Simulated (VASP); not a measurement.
Set up this calculation in VASP 6.6.1, as the native input.

```yaml
Task: relaxation of cell and atoms
Functional: LDA
Potentials_or_basis: VASP PAW LDA potentials, release 64 (Li_sv, H)
Cutoff: 750 eV
k_mesh: 4 × 4 × 4
Occupations: gaussian, width 0.01 eV
Spin: no spin polarisation
Target_pressure: 40 GPa
Dipole_correction: no
Further_INCAR_settings: ALGO = Normal; EDIFF = 1e-07; IBRION = 2; EDIFFG = -0.05; NSW = 80; ISIF = 3
```

The structure of LiH lies in POSCAR:

```
LiH
1.0
    0.0000000000      2.0367500000      2.0367500000
    2.0367500000      0.0000000000      2.0367500000
    2.0367500000      2.0367500000      0.0000000000
Li H
1 1
Direct
    0.0000000000      0.0000000000      0.0000000000
    0.5000000000      0.5000000000      0.5000000000
```

These files were run (other wordings do the same):

INCAR

```
SYSTEM = LiH
ALGO = Normal
EDIFF = 1E-7
EDIFFG = -0.05
ENCUT = 750
GGA_COMPAT = .False.
IBRION = 2
ISIF = 3
ISMEAR = 0
LASPH = .True.
LCHARG = .False.
LREAL = .False.
LWAVE = .False.
NELM = 120
NELMIN = 4
NSW = 80
PREC = Accurate
PSTRESS = 400.0
SIGMA = 0.01
```

KPOINTS

```
k-points
0
Gamma
  4 4 4
  0 0 0
```

Potentials or basis: VASP PAW LDA potentials, release 64 (Li_sv, H).

The run is started by

```console
$ cat potpaw_LDA.64/Li_sv/POTCAR potpaw_LDA.64/H/POTCAR > POTCAR
$ mpirun -np 1 vasp_std > vasp.out
```

Results of the run:

The relaxed volume is 4.76 Å³/atom and the relaxed cell is a = 2.378 Å, b = 2.378 Å, c = 2.378 Å, α = 60.00°, β = 60.00°, γ = 60.00°. The space group after relaxing (to 0.1 Å) is Fm-3m (No. 225), the energy change on relaxing (the run minimises the enthalpy) is +241.7 meV/atom and the ionic steps are 4. The pressure after relaxing is 40.9 GPa. The band gap on the k mesh is 1.78 eV.

Caveat: the k points lie up to 0.81 Å⁻¹ apart in the final cell, too coarse for converged energies, forces and pressures; the cell is relaxed towards a set pressure, so the run minimises the enthalpy, not the energy; the volume moved by over 15 % at a fixed basis, so the end points are rough.

It took 9.2 s on 1 thread of Intel(R) Xeon(R) Platinum 8259CL CPU @ 2.50GHz (Skylake/Cascade Lake), with other jobs on the host, peak memory 0.13 GiB.
